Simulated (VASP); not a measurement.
A run of VASP 6.6.1 is set up as follows.

Contents of POSCAR:

```
Cd
1.0
    3.0905363611      0.0000000000      0.0000000000
   -1.0301787870      2.9137856245      0.0000000000
    0.0000000000      0.0000000000     19.0468247441
Cd
3
Direct
    0.0000000000      0.0000000000      0.3675153257
    0.5000000000      0.5000000000      0.5000000000
    0.0000000000      0.0000000000      0.6324846743
```

INCAR.step1

```
SYSTEM = Cd
ALGO = Normal
DIPOL = 0.5 0.5 0.500
EDIFF = 1E-4
EFIELD = -0.1
ENCUT = 520
GGA = PE
IDIPOL = 3
ISMEAR = -1
LASPH = .True.
LCHARG = .False.
LDIPOL = .True.
LREAL = .False.
LWAVE = .True.
NBANDS = 25
NELM = 60
PREC = Accurate
SIGMA = 0.1
```

INCAR.step2

```
SYSTEM = Cd
ALGO = Normal
DIPOL = 0.5 0.5 0.500
EDIFF = 1E-6
EFIELD = -0.1
ENCUT = 520
IDIPOL = 3
ISIF = 2
ISMEAR = -1
ISTART = 1
LASPH = .True.
LCHARG = .False.
LDIPOL = .True.
LMIXTAU = .True.
LREAL = .False.
LWAVE = .False.
METAGGA = R2SCAN
NBANDS = 25
NELM = 60
PREC = Accurate
SIGMA = 0.1
```

Contents of KPOINTS:

```
k-points
0
Gamma
  6 6 1
  0 0 0
```

Potentials or basis: VASP PAW PBE potentials, release 64 (Cd).

Run with:

```sh
$ cat potpaw_PBE.64/Cd/POTCAR > POTCAR
$ cp INCAR.step1 INCAR
$ mpirun -np 1 vasp_std > vasp.out
$ cp INCAR.step2 INCAR
$ mpirun -np 1 vasp_std > vasp.out
```

(1) Predict the band gap on the k mesh.

(2) Estimate the largest force.

Results:

(1) zero (bands 18 and 19 overlap by 1.95 eV).

(2) 0.260 eV/Å.

Caveat: the PAW data sets were made with another functional, which shifts forces and pressure a little.
